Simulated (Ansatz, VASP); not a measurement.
# One calculation of GaP, two programs

File INCAR:

```
SYSTEM = GaP
ALGO = Normal
EDIFF = 1E-6
EDIFFG = -0.005
ENCUT = 600
GGA = RE
IBRION = 2
ISIF = 3
ISMEAR = 0
IVDW = 12
LASPH = .TRUE.
LCHARG = .FALSE.
LREAL = .FALSE.
LWAVE = .FALSE.
NELM = 100
NSW = 80
PREC = Accurate
SIGMA = 0.01
```

KPOINTS

```
k-points
0
G
  6 6 6
  0 0 0
```

The input POSCAR:

```
GaP
1.0
    0.0000000000      2.7252500000      2.7252500000
    2.7252500000      0.0000000000      2.7252500000
    2.7252500000      2.7252500000      0.0000000000
Ga P
1 1
Direct
    0.0000000000      0.0000000000      0.0000000000
    0.2500000000      0.2500000000      0.2500000000
```

Input for Ansatz:

```yaml
crystal:
  lattice:
    - [0.0, 2.72525, 2.72525]
    - [2.72525, 0.0, 2.72525]
    - [2.72525, 2.72525, 0.0]
  atoms:
    - { symbol: Ga, position: [0.0, 0.0, 0.0] }
    - { symbol: P, position: [0.25, 0.25, 0.25] }
kpoints:
  mp_grid:
    grid: [6, 6, 6]
    shift: [0.0, 0.0, 0.0]
hamiltonian:
  xc: revpbe
  dispersion: d3bj
scf:
  occupations:
    method: fixed
relax:
  f_tol: 0.005
  cell: {}
```

Alike in both runs: task relaxation of cell and atoms; functional revPBE; dispersion D3(BJ); k mesh 6 × 6 × 6; no spin polarisation.

|  | VASP | Ansatz |
| --- | --- | --- |
| version | VASP 6.6.1 | Ansatz 0.2.0 |
| potentials or method | VASP PAW PBE potentials, release 64 (Ga_d, P) | plane waves, PAW |
| plane-wave cutoff (eV) | 600 | 420 |
| occupations | gaussian, width 0.01 eV | fixed |
| valence electrons in the cell | 18 | 18 |

VASP gave:

```
relaxed volume (Å³/atom)                                        : 19.88
relaxed length of the cell vector where the two differ most in proportion (Å) : 3.831
```

Task: Which values does Ansatz return?

Result: Relaxed volume (Å³/atom): 19.91; relaxed length of the cell vector where the two differ most in proportion (Å): 3.833.

VASP's potentials were made for PBE, not for revPBE.
